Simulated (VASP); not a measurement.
Set up this calculation in VASP 6.6.1, as the native input.

| Quantity | Value |
| --- | --- |
| Task | single point |
| Functional | PBEsol |
| Potentials or basis | VASP PAW PBE potentials, release 64 (Al, Cu) |
| Cutoff | 520 eV |
| k mesh | 20 × 20 × 20 |
| Occupations | gaussian, width 0.15 eV |
| Spin | no spin polarisation |
| Dipole correction | no |
| Further INCAR settings | ALGO = Normal; EDIFF = 1e-06; NBANDS = 14 |

The structure of AlCu lies in POSCAR:

```
AlCu
1.0
    2.7195234138      0.0000000000      0.0000000000
    0.0000000000      2.7195234138      0.0000000000
    0.0000000000      0.0000000000      2.7195234138
Al Cu
1 1
Direct
    0.0000000000      0.0000000000      0.0000000000
    0.5000000000      0.5000000000      0.5000000000
```

This cell differs from its parent crystal: strain -0.080 along x and y, -0.080 along z.

The input as run:

INCAR

```
SYSTEM = AlCu
PREC = Accurate
ENCUT = 520
EDIFF = 1E-6
ISMEAR = 0
SIGMA = 0.15
LREAL = .FALSE.
LASPH = .TRUE.
NELM = 100
ALGO = Normal
ISIF = 2
LWAVE = .FALSE.
LCHARG = .FALSE.
GGA = PS
NBANDS = 14
```

KPOINTS

```
Automatic mesh
0
G
  20 20 20
  0 0 0
```

Potentials or basis: VASP PAW PBE potentials, release 64 (Al, Cu).

The run is started by

```sh
$ cat potpaw_PBE.64/Al/POTCAR potpaw_PBE.64/Cu/POTCAR > POTCAR
$ mpirun -np 1 vasp_std > vasp.out
```

Results of the run:

| Property | Result |
| --- | --- |
| Pressure | 57.2 GPa |
| Band gap on the k mesh | zero (band 7 reaches 17.76 eV, above the bottom of band 8 at 12.20 eV) |

Caveat: the cell differs from its parent crystal (strain -0.080 along x and y, -0.080 along z); the PAW data sets were made with another functional, which shifts forces and pressure a little.

It took 25 s on 1 thread of Intel Xeon 6975P-C (shared host), peak memory 0.19 GiB.
